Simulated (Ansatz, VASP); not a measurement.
**Sb: VASP beside Ansatz**

Contents of INCAR:

```
ALGO = Normal ; EDIFF = 1E-6
ENCUT = 520 ; GGA = PS
ISIF = 2 ; ISMEAR = 0
LASPH = True ; LCHARG = True
LELF = True ; LREAL = False
LVHAR = True ; LWAVE = False
NBANDS = 8 ; NELM = 100
PREC = Accurate ; SIGMA = 0.1
```

The input KPOINTS:

```
k-points
0
Gamma
  12 12 12
```

File POSCAR:

```
Sb
1.0
    2.9943844000     -0.1896000000      0.0000000000
   -0.1896000000      3.2189656000      0.0000000000
    0.0000000000      0.0000000000      3.0279436000
Sb
1
Direct
    0.0000000000      0.0000000000      0.0000000000
```

Input for Ansatz:

```yaml
crystal:
  lattice:
    - [2.9943844, -0.1896, 0.0]
    - [-0.1896, 3.2189656, 0.0]
    - [0.0, 0.0, 3.0279436]
  atoms:
    - { symbol: Sb, position: [0.0, 0.0, 0.0] }
basis:
  ecutwfc: 420
kpoints:
  mp_grid: { grid: [12, 12, 12] }
hamiltonian:
  xc: pbesol
scf:
  occupations: { method: gaussian, width: 0.1 }
output:
  forces: true
  stress: true
  eigenvalues: true
  populations: true
```

Alike in both runs: task single point; functional PBEsol; k mesh 12 × 12 × 12; occupations gaussian, width 0.1 eV; no spin polarisation.

|  | VASP | Ansatz |
| --- | --- | --- |
| version | VASP 6.6.1 | Ansatz 0.2.0 |
| potentials or method | VASP PAW PBE potentials, release 64 (Sb), cutoff 520 eV | scalar-relativistic, plane waves, PAW |
| valence electrons in the cell | 5 | 15 |

Ansatz gave:

```
gap on the k mesh at the Fermi level (eV)                     : none
pressure (GPa)                                                : -0.6
traceless stress, the component that is largest in VASP (GPa) : -4.39
```

Task: Estimate VASP's values.

Result: gap on the k mesh at the Fermi level (eV): none; pressure (GPa): -0.5; traceless stress, the component that is largest in VASP (GPa): -4.45.

VASP's potentials were made for PBE, not for PBEsol. A gap of «none» marks a metal or a gap that the smearing closes. VASP's potentials hold 5 valence electrons a cell and Ansatz's 15, so a difference there can come from the potentials and not from the codes.

Spin-orbit coupling is off throughout.
